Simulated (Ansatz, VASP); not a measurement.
One calculation of O, two programs

The input INCAR:

```
PREC = Accurate ; ENCUT = 520
EDIFF = 1E-6 ; ISMEAR = -1
SIGMA = 0.05 ; LREAL = False
LASPH = True ; NELM = 150
ALGO = Normal ; ISIF = 2
LWAVE = False ; LCHARG = False
ISPIN = 2 ; MAGMOM = 0.6 -0.6 0.6 -0.6
LORBIT = 11 ; GGA = PE
NBANDS = 24
```

The input KPOINTS:

```
Automatic mesh
0
Gamma
  6 8 5
```

The input POSCAR:

```
O
1.0
   -2.3944914034      0.0000000000      3.6470501824
    0.0000000000     -3.3248318800      0.0000000000
    3.3083143032      0.0000000000      3.6470501824
O
4
Direct
    0.1301201900      0.0000000000      0.0254538300
    0.6301201900      0.5000000000      0.5254538300
    0.8698798100      0.0000000000      0.9745461700
    0.3698798100      0.5000000000      0.4745461700
```

Input for Ansatz:

```yaml
crystal:
  lattice:
    - [-2.3944914034, 0.0, 3.6470501824]
    - [0.0, -3.32483188, 0.0]
    - [3.3083143032, 0.0, 3.6470501824]
  atoms:
    - { symbol: O, position: [0.13012019, 0.0, 0.02545383], spin: 0.6 }
    - { symbol: O, position: [0.63012019, 0.5, 0.52545383], spin: -0.6 }
    - { symbol: O, position: [0.86987981, 0.0, 0.97454617], spin: 0.6 }
    - { symbol: O, position: [0.36987981, 0.5, 0.47454617], spin: -0.6 }
magnetization:
  spin_polarized: true
kpoints:
  mp_grid: { grid: [6, 8, 5] }
scf:
  occupations: { method: fermi_dirac, width: 0.05 }
  lower_state_search: "off"
hamiltonian:
  xc: pbe
  pseudopotentials: { kind: all_electron, lapw: { basis_error: 0.001 } }
output:
  forces: true
  stress: true
  eigenvalues: true
  populations: true
```

Alike in both runs: task single point; functional PBE; k mesh 6 × 8 × 5; occupations fermi-dirac, width 0.05 eV; collinear spin.

|  | VASP | Ansatz |
| --- | --- | --- |
| version | VASP 6.6.1 | Ansatz 0.2.0 |
| potentials or method | VASP PAW PBE potentials, release 64 (O), cutoff 520 eV | all-electron LAPW, scalar-relativistic |

|  | VASP | Ansatz | Ansatz less VASP |
| --- | --- | --- | --- |
| pressure (GPa) | 2.2 | 0.3 | -1.83 |
| traceless stress, the component that is largest in VASP (GPa) | 1.77 | -1.61 | -3.371 |
| rms of the force components (eV/Å) | 0.432 | 0.229 | -0.2032 |
| net moment per atom (μB) | 0.00 | 0.00 | 0.000 |
| size of the moment on the site where the two differ most (μB) | 0.80 | 0.64 | -0.165 |

Site moments also hang on the region over which each program counts them. Atom by atom the forces differ by 0.656 eV/Å (rms over components). Ansatz ran all-electron here, and VASP with PAW potentials. Ansatz's warnings: stability check not made.

Noted on VASP's run: the standard files for N, O and F lose accuracy on very short bonds.
